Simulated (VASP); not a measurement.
Wanted: the native input for a VASP 6.6.1 run.

```
Task                   : single point
Functional             : PBE
Potentials or basis    : VASP PAW PBE potentials, release 64 (Pd, Au)
Cutoff                 : 520 eV
k mesh                 : 12 × 12 × 16
Occupations            : gaussian, width 0.1 eV
Spin                   : no spin polarisation
Dipole correction      : no
Further INCAR settings : ALGO = Fast; EDIFF = 1e-07; NBANDS = 22
```

The structure of Pd2Au lies in POSCAR:

```
Pd2Au
1.0
    4.5601832238      0.0000000000      0.0000000000
   -2.2800916119      3.9492345177      0.0000000000
    0.0000000000      0.0000000000      2.7375482309
Pd Au
2 1
Direct
    0.3333333333      0.6666666667      0.5000000000
    0.6666666667      0.3333333333      0.5000000000
    0.0000000000      0.0000000000      0.0000000000
```

One way to write it, as run:

INCAR

```
PREC = Accurate ; ENCUT = 520
EDIFF = 1E-7 ; ISMEAR = 0
SIGMA = 0.1 ; LREAL = False
LASPH = True ; NELM = 80
ALGO = Fast ; ISIF = 2
LWAVE = False ; LCHARG = True
GGA = PE ; LELF = True
LVHAR = True ; NBANDS = 22
```

KPOINTS

```
Automatic mesh
0
Gamma
  12 12 16
```

Potentials or basis: VASP PAW PBE potentials, release 64 (Pd, Au).

Command:

```console
$ cat potpaw_PBE.64/Pd/POTCAR potpaw_PBE.64/Au/POTCAR > POTCAR
$ mpirun -np 1 vasp_std > vasp.out
```

It gave:

```yaml
Pressure: -0.3 GPa
```

It took 120 s on 1 thread of Intel(R) Xeon(R) Platinum 8488C (Sapphire Rapids), on a shared host, peak memory 0.3 GiB.
